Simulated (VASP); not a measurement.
# Ge (Im-3m) in VASP: further runs

Runs on Ge. Level: LDA. Tasks: single point, relaxation of cell and atoms.

Everything below comes from runs of VASP 6.6.1. Logs are shortened: lines on timing, memory, paths and dates and some standing lists are left out, and cuts for length are marked.

## 1. The cell of the first run

The structure is cubic, space group Im-3m (No. 229). Conventional cell: a = 3.297 Å, b = 3.297 Å, c = 3.297 Å, α = 90.00°, β = 90.00°, γ = 90.00°. Within 3.8 Å of Ge (site symmetry m-3m) lie 14 Ge at 2.86 to 3.30 Å.

This isn't the form of Ge at room conditions, which is diamond.

## 2. Single point, LDA

Contents of INCAR:

```
SYSTEM = Ge
PREC = Accurate
ENCUT = 520
EDIFF = 1E-6
ISMEAR = -1
SIGMA = 0.08
LREAL = .FALSE.
LASPH = .TRUE.
NELM = 60
ALGO = Normal
ISIF = 2
LWAVE = .FALSE.
LCHARG = .FALSE.
GGA = CA
NBANDS = 13
```

Contents of KPOINTS:

```
regular mesh
0
G
  16 16 16
  0 0 0
```

Contents of POSCAR:

```
Ge
1.0
   -1.6486962511      1.6486962511      1.6486962511
    1.6486962511     -1.6486962511      1.6486962511
    1.6486962511      1.6486962511     -1.6486962511
Ge
1
Direct
    0.0000000000      0.0000000000      0.0000000000
```

Potentials or basis: VASP PAW LDA potentials, release 64 (Ge_d).

Started as:

```
cat potpaw_LDA.64/Ge_d/POTCAR > POTCAR
mpirun -np 1 vasp_std > vasp.out
```

OUTCAR:

```text
SYSTEM = Ge
   PREC = Accurate
   ENCUT = 520
   EDIFF = 1E-6
   ISMEAR = -1
   LREAL = .FALSE.
   LASPH = .TRUE.
   NELM = 60
   ISIF = 2
   GGA = CA

 ion  position               nearest neighbor table
   1  0.000  0.000  0.000-

  LATTYP: Found a body centered cubic cell.
 ALAT       =     3.2973925022

  Lattice vectors:

 A1 = (  -1.6486962511,   1.6486962511,   1.6486962511)
 A2 = (   1.6486962511,  -1.6486962511,   1.6486962511)
 A3 = (   1.6486962511,   1.6486962511,  -1.6486962511)

Analysis of symmetry for initial positions (statically):
=====================================================================
 Subroutine PRICEL returns:
 Original cell was already a primitive cell.

 Routine SETGRP: Setting up the symmetry group for a
 body centered cubic supercell.

 Subroutine GETGRP returns: Found 48 space group operations
 (whereof 48 operations were pure point group operations)
 out of a pool of 48 trial point group operations.

The static configuration has the point symmetry O_h .

Analysis of symmetry for dynamics (positions and initial velocities):
=====================================================================
 Subroutine PRICEL returns:
 Original cell was already a primitive cell.

 Routine SETGRP: Setting up the symmetry group for a
 body centered cubic supercell.

 Subroutine GETGRP returns: Found 48 space group operations
 (whereof 48 operations were pure point group operations)
 out of a pool of 48 trial point group operations.

The dynamic configuration has the point symmetry O_h .

 Subroutine INISYM returns: Found 48 space group operations
 (whereof 48 operations are pure point group operations),
 and found     1 'primitive' translations

----------------------------------------------------------------------------------------

                                     Primitive cell

  volume of cell :      17.9259

  direct lattice vectors                    reciprocal lattice vectors
    -1.648696251  1.648696251  1.648696251     0.000000000  0.303269932  0.303269932
     1.648696251 -1.648696251  1.648696251     0.303269932  0.000000000  0.303269932
     1.648696251  1.648696251 -1.648696251     0.303269932  0.303269932  0.000000000

  length of vectors
     2.855625673  2.855625673  2.855625673     0.428888451  0.428888451  0.428888451

  position of ions in fractional coordinates (direct lattice)
     0.000000000  0.000000000  0.000000000

  ion indices of the primitive-cell ions
   primitive index   ion index
                 1           1

----------------------------------------------------------------------------------------

 KPOINTS: regular mesh

Automatic generation of k-mesh.
 Grid dimensions read from file:
 generate k-points for:   16   16   16

 Generating k-lattice:

  Cartesian coordinates                     Fractional coordinates (reciprocal lattice)
     0.000000000  0.018954371  0.018954371     0.062500000  0.000000000  0.000000000
     0.018954371  0.000000000  0.018954371     0.000000000  0.062500000  0.000000000
     0.018954371  0.018954371  0.000000000     0.000000000  0.000000000  0.062500000

  Length of vectors
     0.026805528  0.026805528  0.026805528

  Shift w.r.t. Gamma in fractional coordinates (k-lattice)
     0.000000000  0.000000000  0.000000000

 Subroutine IBZKPT returns following result:
 ===========================================

 Found    145 irreducible k-points:

 Following reciprocal coordinates:
            Coordinates               Weight
  0.000000  0.000000  0.000000      1.000000
  0.062500  0.000000  0.000000     12.000000
  0.125000  0.000000  0.000000     12.000000
  0.187500  0.000000  0.000000     12.000000
  0.250000  0.000000  0.000000     12.000000
  0.312500  0.000000  0.000000     12.000000
[... 16 lines left out ...]
  0.187500  0.187500  0.000000     24.000000
  0.250000  0.187500  0.000000     48.000000
 [... further k-points ...]
   k-points           NKPTS =    145   k-points in BZ     NKDIM =    145   number of bands    NBANDS=     13
   number of dos      NEDOS =    301   number of ions     NIONS =      1
   total plane-waves  NPLWV =  13824
   dimension x,y,z NGX =    24 NGY =   24 NGZ =   24
   dimension x,y,z NGXF=    48 NGYF=   48 NGZF=   48
   ions per type =               1
   NGX,Y,Z   is equivalent  to a cutoff of  13.97, 13.97, 13.97 a.u.
   NGXF,Y,Z  is equivalent  to a cutoff of  27.94, 27.94, 27.94 a.u.
 SYSTEM =  Ge
   PREC   = accura    normal or accurate (medium, high low for compatibility)
   ISTART =      0    job   : 0-new  1-cont  2-samecut
   ICHARG =      2    charge: 1-file 2-atom 10-const
   ISPIN  =      1    spin polarized calculation?
   LNONCOLLINEAR =      F non collinear calculations
   LSORBIT =      F    spin-orbit coupling
   LASPH  =      T    aspherical Exc in radial PAW
   ENCUT  =  520.0 eV  38.22 Ry    6.18 a.u.   5.31  5.31  5.31*2*pi/ulx,y,z
   NELM   =     60;   NELMIN=  2; NELMDL= -5     # of ELM steps
   EDIFF  = 0.1E-05   stopping-criterion for ELM
   LREAL  =      F    real-space projection
   EDIFFG = 0.1E-04   stopping-criterion for IOM
   NSW    =      0    number of steps for IOM
   IBRION =     -1    ionic relax: 0-MD 1-quasi-New 2-CG
   NFREE  =      0    steps in history (QN), initial steepest desc. (CG)
   ISIF   =      2    stress and relaxation
   ISYM   =      2    0-nonsym 1-usesym 2-fastsym
   POTIM  = 0.5000    time-step for ionic-motion
   TEBEG  =    0.0;   TEEND  =   0.0 temperature during run
   PSTRESS=    0.0 pullay stress
   NELECT =      14.0000    total number of electrons
   NUPDOWN=      -1.0000    fix difference up-down
   EMIN   =  10.00;   EMAX   =-10.00  energy-range for DOS
   EFERMI =   0.00;   METHOD = LEGACY
   ISMEAR =    -1;   SIGMA  =   0.08  broadening in eV -4-tet -1-fermi 0-gaus
   EFERMI_NEDOS =   21; number of points for ismear=-14 and -15
   IALGO  =     38    algorithm
   IMIX   =      4    mixing-type and parameters
     AMIX     =   0.40;   BMIX     =  1.00
     AMIX_MAG =   1.60;   BMIX_MAG =  1.00
  volume/ion in A,a.u.               =      17.93       120.97
  Fermi-wavevector in a.u.,A,eV,Ry     =   1.507614  2.848978 30.924686  2.272900
  Thomas-Fermi vector in A             =   2.618177
   LORBIT       =      0    0 simple, 1 ext, 2 COOP (PROOUT), +10 PAW based schemes
   GGA     = CA    functional components
   LHFCALC =     F    Hartree Fock is set to
   AEXX    =    0.0000 exact exchange contribution
   IVDW    =     0    specifies the selected vdW correction
   LEPSILON=     F    determine dielectric tensor
   LRPA    =     F    only Hartree local field effects (RPA)
 non-spin polarized calculation
  energy-cutoff  :      520.00
  volume of cell :       17.93
 maximum number of plane-waves:       496
 NGX is ok and might be reduce to    24
   NGX = 11   NGY = 11   NGZ = 11

 number of electron      14.0000007 magnetization

 Free energy of the ion-electron system (eV)
  ---------------------------------------------------
  ext. energy  EPLUGINS =         0.00000000
  ---------------------------------------------------
  free energy    TOTEN  =        -4.88357428 eV

  energy without entropy =       -4.87047929  energy(sigma->0) =       -4.87702678

 E-fermi :   7.0246     XC(G=0): -11.8406

 val. band max:        7.0144979819   @ k =  -0.3125   0.3750   0.2500
 cond. band min:       7.0745214289   @ k =  -0.2500   0.3750   0.1250
 fundamental gap:      0.0600234470
 Fermi energy:         7.0245772832

 k-point     1 :       0.0000    0.0000    0.0000
  band No.  band energies     occupation
      1     -17.7800      2.00000
      2     -17.7800      2.00000
      3     -17.7800      2.00000
      4     -17.6795      2.00000
      5     -17.6795      2.00000
      6      -6.5253      2.00000
      7      16.6177      0.00000
      8      16.6177      0.00000
      9      16.6177      0.00000
     10      22.4789      0.00000
     11      22.4789      0.00000
     12      22.4789      0.00000
     13      24.4361      0.00000

 k-point     2 :       0.0625    0.0000    0.0000
  band No.  band energies     occupation
      1     -17.7813      2.00000
      2     -17.7782      2.00000
      3     -17.7740      2.00000
      4     -17.6810      2.00000
      5     -17.6796      2.00000
      6      -6.4180      2.00000
      7      15.7633      0.00000
      8      16.1994      0.00000
      9      16.5061      0.00000
     10      21.6752      0.00000
     11      21.7462      0.00000
     12      23.0941      0.00000
     13      23.6202      0.00000

 k-point     3 :       0.1250    0.0000    0.0000
  band No.  band energies     occupation
      1     -17.7852      2.00000
      2     -17.7736      2.00000
      3     -17.7569      2.00000
      4     -17.6850      2.00000
      5     -17.6800      2.00000
      6      -6.0962      2.00000
      7      13.7706      0.00000
      8      15.2809      0.00000
      9      16.1867      0.00000
     10      20.4264      0.00000
     11      20.5021      0.00000
     12      23.1509      0.00000
     13      24.0230      0.00000
[... 305 lines left out ...]
 k-point    23 :       0.1875    0.1875    0.0000
  band No.  band energies     occupation
      1     -17.7924      2.00000
      2     -17.7619      2.00000
      3     -17.6970      2.00000
      4     -17.6873      2.00000
      5     -17.6707      2.00000
      6      -3.6392      2.00000
      7       7.6756      0.00058
      8       9.5350      0.00000
      9      13.4920      0.00000
     10      19.3989      0.00000
     11      20.4695      0.00000
     12      24.4099      0.00000
     13      26.2091      0.00000

 k-point    24 :       0.2500    0.1875    0.0000
  band No.  band energies     occupation
      1     -17.7950      2.00000
      2     -17.7564      2.00000
      3     -17.6951      2.00000
      4     -17.6891      2.00000
      5     -17.6562      2.00000
      6      -2.5905      2.00000
      7       5.9564      2.00000
      8       8.4051      0.00000
      9      12.9746      0.00000
     10      19.2323      0.00000
     11      20.9771      0.00000
     12      24.6157      0.00000
     13      27.7082      0.00000

 [... further k-points ...]

------------------------ aborting loop because EDIFF is reached ----------------------------------------

  FORCE on cell =-STRESS in cart. coord.  units (eV):
  Direction    XX          YY          ZZ          XY          YZ          ZX
  --------------------------------------------------------------------------------------
  -------------------------------------------------------------------------------------
  Total        0.0222021      0.0222021      0.0222021     -0.0000000      0.0000000     -0.0000000
  in kB        1.9843718      1.9843718      1.9843718     -0.0000000      0.0000000     -0.0000000
  external PRESSURE =       1.9843718 kB  Pullay stress =       0.0000000 kB

 VOLUME and BASIS-vectors are now :
 -----------------------------------------------------------------------------
  energy-cutoff  :      520.00
  volume of cell :       17.93
      direct lattice vectors                 reciprocal lattice vectors
    -1.648696251  1.648696251  1.648696251     0.000000000  0.303269932  0.303269932
     1.648696251 -1.648696251  1.648696251     0.303269932  0.000000000  0.303269932
     1.648696251  1.648696251 -1.648696251     0.303269932  0.303269932  0.000000000

 POSITION                                       TOTAL-FORCE (eV/Angst)
 -----------------------------------------------------------------------------------
      0.00000      0.00000      0.00000        -0.000000      0.000000     -0.000000
 -----------------------------------------------------------------------------------
    total drift:                                0.000000      0.000000     -0.000000

  FREE ENERGIE OF THE ION-ELECTRON SYSTEM (eV)
  ---------------------------------------------------
  free  energy   TOTEN  =        -4.8835742766 eV

  energy  without entropy=       -4.8704792892  energy(sigma->0) =       -4.87702678
```

Wall time 37 s (1 thread of Intel Xeon 8259CL, shared host); peak memory 0.15 GiB.

Results:

```
Free energy            : -4.8836 eV
Pressure               : 0.2 GPa
Band gap on the k mesh : zero (bands 7 and 8 overlap by 12.65 eV)
```

(Continued in part 2 of 2.)
